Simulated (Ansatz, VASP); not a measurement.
**GaP: VASP beside Ansatz**

File INCAR:

```
  ALGO = Normal
  EDIFF = 1E-6
  ENCUT = 520
  GGA = PE
  ISIF = 2
  ISMEAR = 0
  LASPH = True
  LCHARG = False
  LREAL = False
  LWAVE = False
  NBANDS = 16
  NELM = 60
  PREC = Accurate
  SIGMA = 0.05
```

KPOINTS

```
k-points
0
Gamma
  10 10 10
```

The input POSCAR:

```
GaP
1.0
    0.0000000000      2.9794304281      2.7498204228
    2.7498204228      0.0000000000      2.7498204228
    2.7498204228      2.9794304281      0.0000000000
Ga P
1 1
Direct
    0.0000000000      0.0000000000      0.0000000000
    0.7500000000      0.7500000000      0.7500000000
```

Input for Ansatz:

```yaml
crystal:
  lattice:
    - [0.0, 2.9794304281, 2.7498204228]
    - [2.7498204228, 0.0, 2.7498204228]
    - [2.7498204228, 2.9794304281, 0.0]
  atoms:
    - { symbol: Ga, position: [0.0, 0.0, 0.0] }
    - { symbol: P, position: [0.75, 0.75, 0.75] }
basis:
  ecutwfc: 420
kpoints:
  mp_grid: { grid: [10, 10, 10] }
hamiltonian:
  xc: pbe
  pseudopotentials: { kind: paw, azcp: { folder: soft_1 } }
scf:
  occupations: { method: gaussian, width: 0.05 }
output:
  forces: true
  stress: true
  eigenvalues: true
```

Alike in both runs: task single point; functional PBE; k mesh 10 × 10 × 10; occupations gaussian, width 0.05 eV; no spin polarisation.

```csv
,VASP,Ansatz
version,VASP 6.6.1,Ansatz 0.2.0
potentials or method,"VASP PAW PBE potentials, release 64 (Ga_d, P), cutoff 520 eV","scalar-relativistic, plane waves, PAW"
valence electrons in the cell,18,18
```

```tsv
	VASP	Ansatz	Ansatz less VASP
gap on the k mesh at the Fermi level (eV)	0.75	0.76	+0.005
least direct gap on the mesh (eV)	0.75	0.76	+0.005
pressure (GPa)	-5.0	-5.0	+0.05
traceless stress, the component that is largest in VASP (GPa)	-4.23	-4.23	+0.003
```

With one functional, cell and mesh, what is left measures potentials, basis and numerics.
